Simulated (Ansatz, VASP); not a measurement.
Al2Cu: VASP beside Ansatz

The input INCAR:

```
  PREC = Accurate
  ENCUT = 520
  EDIFF = 1E-6
  ISMEAR = -1
  SIGMA = 0.05
  LREAL = F
  LASPH = T
  NELM = 80
  ALGO = Normal
  ISIF = 2
  LWAVE = F
  LCHARG = F
  GGA = RE
  NBANDS = 26
```

Contents of KPOINTS:

```
Automatic mesh
0
Gamma
  7 7 7
```

POSCAR

```
Al2Cu
1.0
   -3.0335000000      3.0335000000      2.4385000000
    3.0335000000     -3.0335000000      2.4385000000
    3.0335000000      3.0335000000     -2.4385000000
Cu Al
2 4
Direct
    0.2500000000      0.2500000000      0.0000000000
    0.7500000000      0.7500000000      0.0000000000
    0.3419000000      0.1581000000      0.5000000000
    0.8419000000      0.3419000000      0.1838000000
    0.6581000000      0.8419000000      0.5000000000
    0.1581000000      0.6581000000      0.8162000000
```

The input input.yaml:

```yaml
crystal:
  lattice:
    - [-3.0335, 3.0335, 2.4385]
    - [3.0335, -3.0335, 2.4385]
    - [3.0335, 3.0335, -2.4385]
  atoms:
    - { symbol: Cu, position: [0.25, 0.25, 0.0] }
    - { symbol: Cu, position: [0.75, 0.75, 0.0] }
    - { symbol: Al, position: [0.3419, 0.1581, 0.5] }
    - { symbol: Al, position: [0.8419, 0.3419, 0.1838] }
    - { symbol: Al, position: [0.6581, 0.8419, 0.5] }
    - { symbol: Al, position: [0.1581, 0.6581, 0.8162] }
hamiltonian:
  xc: revpbe
  pseudopotentials: { kind: paw }
kpoints:
  mp_grid: { grid: [7, 7, 7] }
  band_path:
    path:
      - [[0.0, 0.0, 0.0], [0.0, 0.0, 0.5], [-0.5, 0.5, 0.5], [0.0, 0.0, 0.0], [0.4115464914, 0.4115464914, -0.4115464914], [0.25, 0.25, 0.25], [0.0, 0.5, 0.0], [-0.4115464914, 0.5884535086, 0.4115464914], [-0.5, 0.5, 0.5]]
      - [[0.0, 0.0, 0.5], [0.25, 0.25, 0.25]]
    npoints: 14
scf:
  occupations: { method: fermi_dirac, width: 0.05 }
  n_extra_bands: 15
output:
  forces: true
  stress: true
  eigenvalues: true
  fatbands: true
```

Alike in both runs: functional revPBE; k mesh 7 × 7 × 7; occupations fermi-dirac, width 0.05 eV; no spin polarisation.

|  | VASP | Ansatz |
| --- | --- | --- |
| version | VASP 6.6.1 | Ansatz 0.2.0 |
| potentials or method | VASP PAW PBE potentials, release 64 (Cu, Al) | Ansatz PAW |
| plane-wave cutoff (eV) | 520 | 420 |
| valence electrons in the cell | 34 | 50 |
| task | single point | band structure |

|  | VASP | Ansatz | Ansatz less VASP |
| --- | --- | --- | --- |
| gap on the k mesh at the Fermi level (eV) | none | none | - |
| pressure (GPa) | 1.6 | 1.5 | -0.11 |
| traceless stress, the component that is largest in VASP (GPa) | 0.46 | 0.46 | +0.002 |
| rms of the force components (eV/Å) | 0.010 | 0.007 | -0.0027 |

VASP's potentials were made for PBE, not for revPBE. Atom by atom the forces differ by 0.003 eV/Å (rms over components). A gap of «none» marks a metal or a gap that the smearing closes. With one functional, cell and mesh, what is left measures potentials, basis and numerics. VASP's potentials hold 34 valence electrons a cell and Ansatz's 50, so a difference there can come from the potentials and not from the codes.
